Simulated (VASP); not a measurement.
# Na (Cmcm) in VASP: single point with PBE

Aim: the single point of Na with PBE.

Program: VASP 6.6.1. These are calculated values, not measurements. Logs are shortened: lines on timing, memory, paths and dates and some standing lists are left out, and cuts for length are marked.

## Step 1: The cell of the first run

Symmetry: Cmcm, No. 63, orthorhombic system. Conventional cell: a = 3.838 Å, b = 6.504 Å, c = 6.034 Å, α = 90.00°, β = 90.00°, γ = 90.00°. Na (site symmetry m2m) has 12 Na at 3.72 to 3.84 Å within 4.9 Å.

## Step 2: Single point, PBE

INCAR reads:

```
ALGO = Normal
EDIFF = 1E-6
ENCUT = 520
GGA = PE
ISIF = 2
ISMEAR = -4
ISYM = 0
LASPH = T
LCHARG = F
LREAL = F
LWAVE = F
NBANDS = 14
NELM = 80
PREC = Accurate
SIGMA = 0.1
```

KPOINTS reads:

```
Automatic mesh
0
Gamma
  10 10 6
  0.5 0.5 0.5
```

POSCAR reads:

```
Na
1.0
    3.7757312171      0.0356730213      0.0000000000
   -1.8569718659      3.2877156626      0.0000000000
    0.0000000000      0.0000000000      6.0336082815
Na
2
Direct
    0.3280603412      0.6719396588      0.2500000000
    0.6719396588      0.3280603412      0.7500000000
```

Potentials or basis: VASP PAW PBE potentials, release 64 (Na_pv).

Started as:

```sh
> cat potpaw_PBE.64/Na_pv/POTCAR > POTCAR
> mpirun -np 1 vasp_std > vasp.out
```

OUTCAR:

```text
EDIFF = 1E-6
   ENCUT = 520
   GGA = PE
   ISIF = 2
   ISMEAR = -4
   ISYM = 0
   LASPH = T
   LREAL = F
   NELM = 80
   PREC = Accurate

 ion  position               nearest neighbor table
   1  0.328  0.672  0.250-
   2  0.672  0.328  0.750-

IMPORTANT INFORMATION: All symmetrisations will be switched off!
NOSYMM: (Re-)initialisation of all symmetry stuff for point group C_1.

----------------------------------------------------------------------------------------

                                     Primitive cell

  volume of cell :      75.2981

  direct lattice vectors                    reciprocal lattice vectors
     3.775731217  0.035673021  0.000000000     0.263443516  0.148798512  0.000000000
    -1.856971866  3.287715663  0.000000000    -0.002858467  0.302548033  0.000000000
     0.000000000  0.000000000  6.033608282     0.000000000  0.000000000  0.165738303

  length of vectors
     3.775899732  3.775899732  6.033608282     0.302561536  0.302561536  0.165738303

  position of ions in fractional coordinates (direct lattice)
     0.328060341  0.671939659  0.250000000
     0.671939659  0.328060341  0.750000000

  ion indices of the primitive-cell ions
   primitive index   ion index
                 1           1
                 2           2

----------------------------------------------------------------------------------------

 KPOINTS: Automatic mesh

Automatic generation of k-mesh.
 Grid dimensions read from file:
 generate k-points for:   10   10    6

 Generating k-lattice:

  Cartesian coordinates                     Fractional coordinates (reciprocal lattice)
     0.026344352  0.014879851  0.000000000     0.100000000 -0.000000000  0.000000000
    -0.000285847  0.030254803  0.000000000     0.000000000  0.100000000  0.000000000
     0.000000000  0.000000000  0.027623051     0.000000000  0.000000000  0.166666667

  Length of vectors
     0.030256154  0.030256154  0.027623051

  Shift w.r.t. Gamma in fractional coordinates (k-lattice)
     0.500000000  0.500000000  0.500000000

 TETIRR: Found   1800 inequivalent tetrahedra from     3600

 Subroutine IBZKPT returns following result:
 ===========================================

 Found    300 irreducible k-points:

[... 44 lines left out ...]
   NELM   =     80;   NELMIN=  2; NELMDL= -5     # of ELM steps
   EDIFF  = 0.1E-05   stopping-criterion for ELM
   LREAL  =      F    real-space projection
   EDIFFG = 0.1E-04   stopping-criterion for IOM
   NSW    =      0    number of steps for IOM
   IBRION =     -1    ionic relax: 0-MD 1-quasi-New 2-CG
   NFREE  =      0    steps in history (QN), initial steepest desc. (CG)
   ISIF   =      2    stress and relaxation
   ISYM   =      0    0-nonsym 1-usesym 2-fastsym
   POTIM  = 0.5000    time-step for ionic-motion
   TEBEG  =    0.0;   TEEND  =   0.0 temperature during run
   PSTRESS=    0.0 pullay stress
   NELECT =      14.0000    total number of electrons
   NUPDOWN=      -1.0000    fix difference up-down
   EMIN   =  10.00;   EMAX   =-10.00  energy-range for DOS
   EFERMI =   0.00;   METHOD = LEGACY
   ISMEAR =    -4;   SIGMA  =   0.10  broadening in eV -4-tet -1-fermi 0-gaus
   EFERMI_NEDOS =   21; number of points for ismear=-14 and -15
   IALGO  =     38    algorithm
   IMIX   =      4    mixing-type and parameters
     AMIX     =   0.40;   BMIX     =  1.00
     AMIX_MAG =   1.60;   BMIX_MAG =  1.00
  volume/ion in A,a.u.               =      37.65       254.07
  Fermi-wavevector in a.u.,A,eV,Ry     =   0.934379  1.765720 11.878749  0.873063
  Thomas-Fermi vector in A             =   2.061177
   LORBIT       =      0    0 simple, 1 ext, 2 COOP (PROOUT), +10 PAW based schemes
   GGA     = PE    functional components
   LHFCALC =     F    Hartree Fock is set to
   AEXX    =    0.0000 exact exchange contribution
   IVDW    =     0    specifies the selected vdW correction
   LEPSILON=     F    determine dielectric tensor
   LRPA    =     F    only Hartree local field effects (RPA)
 non-spin polarized calculation
 Fermi weights with tetrahedron method witout Bloechl corrections
  energy-cutoff  :      520.00
  volume of cell :       75.30
 maximum number of plane-waves:      2041
   NGX = 15   NGY = 15   NGZ = 23

 number of electron      14.0000000 magnetization

 Free energy of the ion-electron system (eV)
  ---------------------------------------------------
  ext. energy  EPLUGINS =         0.00000000
  ---------------------------------------------------
  free energy    TOTEN  =        -2.53242128 eV

  energy without entropy =       -2.53242128  energy(sigma->0) =       -2.53242128

 E-fermi :   0.3027     XC(G=0):  -6.4619

 val. band max:        0.4443446795   @ k =  -0.1500  -0.4500  -0.0833
 cond. band min:       0.1258527867   @ k =   0.2500   0.1500   0.4167
 fundamental gap:     -0.3184918928
 Fermi energy:         0.3026638259

 k-point     1 :       0.0500    0.0500    0.0833
  band No.  band energies     occupation
      1     -24.6607      2.00000
      2     -24.6332      2.00000
      3     -24.6311      2.00000
      4     -24.6282      2.00000
      5     -24.6268      2.00000
      6     -24.6262      2.00000
      7      -2.8274      2.00000
      8       0.5964      0.46289
      9       2.0006      0.00000
     10       8.3157      0.00000
     11       8.6965      0.00000
     12      10.6429      0.00000
     13      10.6501      0.00000
     14      11.1481      0.00000
[... 377 lines left out ...]
      1     -24.6528      2.00000
      2     -24.6469      2.00000
      3     -24.6433      2.00000
      4     -24.6359      2.00000
      5     -24.6318      2.00000
      6     -24.6287      2.00000
      7      -1.4163      2.00000
      8       1.8924      0.00035
      9       2.9876      0.00000
     10       3.7139      0.00000
     11       6.2925      0.00000
     12       6.9205      0.00000
     13       7.9254      0.00000
     14       9.3622      0.00000

 [... further k-points ...]
[... 5 lines left out ...]
  --------------------------------------------------------------------------------------
  -------------------------------------------------------------------------------------
  Total       -0.0193707     -0.0105761      0.0032878      0.0076138      0.0131103     -0.0227110
  in kB       -0.4121650     -0.2250371      0.0699569      0.1620040      0.2789581     -0.4832407
  external PRESSURE =      -0.1890817 kB  Pullay stress =       0.0000000 kB

 VOLUME and BASIS-vectors are now :
 -----------------------------------------------------------------------------
  energy-cutoff  :      520.00
  volume of cell :       75.30
      direct lattice vectors                 reciprocal lattice vectors
     3.775731217  0.035673021  0.000000000     0.263443516  0.148798512  0.000000000
    -1.856971866  3.287715663  0.000000000    -0.002858467  0.302548033  0.000000000
     0.000000000  0.000000000  6.033608282     0.000000000  0.000000000  0.165738303

 POSITION                                       TOTAL-FORCE (eV/Angst)
 -----------------------------------------------------------------------------------
     -0.00911      2.22085      1.50840        -0.000151      0.000091     -0.000002
      1.92786      1.10254      4.52521         0.000151     -0.000091      0.000002
 -----------------------------------------------------------------------------------
    total drift:                                0.000004      0.000001     -0.000001

  FREE ENERGIE OF THE ION-ELECTRON SYSTEM (eV)
  ---------------------------------------------------
  free  energy   TOTEN  =        -2.5324212806 eV

  energy  without entropy=       -2.5324212806  energy(sigma->0) =       -2.53242128
```

stdout:

```text
POSCAR found type information on POSCAR Na
 POSCAR found :  1 types and       2 ions
 scaLAPACK will be used
 LDA part: xc-table for (Slater+PW92), standard interpolation
 POSCAR, INCAR and KPOINTS ok, starting setup
 FFT: planning ... GRIDC
 FFT: planning ... GRID_SOFT
 FFT: planning ... GRID
 WAVECAR not read
 entering main loop
 -----------------------------------------------------------------------------
|                                                                             |
|           W    W    AA    RRRRR   N    N  II  N    N   GGGG   !!!           |
|           W    W   A  A   R    R  NN   N  II  NN   N  G    G  !!!           |
|           W    W  A    A  R    R  N N  N  II  N N  N  G       !!!           |
|           W WW W  AAAAAA  RRRRR   N  N N  II  N  N N  G  GGG   !            |
|           WW  WW  A    A  R   R   N   NN  II  N   NN  G    G                |
|           W    W  A    A  R    R  N    N  II  N    N   GGGG   !!!           |
|                                                                             |
|     Tetrahedron method does not include variations of the Fermi             |
|     occupations, so forces and stress will be inaccurate. We suggest        |
|     using a different smearing scheme ISMEAR = 1 or 2 for metals in         |
|     relaxations.                                                            |
|                                                                             |
 -----------------------------------------------------------------------------
```

Run time: 79 s. Hardware: 1 thread of AMD EPYC 9R45 (Zen 5), shared host; peak memory 0.32 GiB.

What came out:

```yaml
Free_energy: -2.5324 eV
Pressure: 0.0 GPa
Band_gap_on_the_k_mesh: zero (bands 7 and 8 overlap by 3.52 eV)
```

Levels at points of the mesh, in eV from the Fermi level:
```
           k point  band 4  band 5  band 6  band 7  band 8  band 9  band 10  band 11
(0.05, 0.05, 0.08)  -24.93  -24.93  -24.93   -3.13    0.29    1.70     8.01     8.39
```
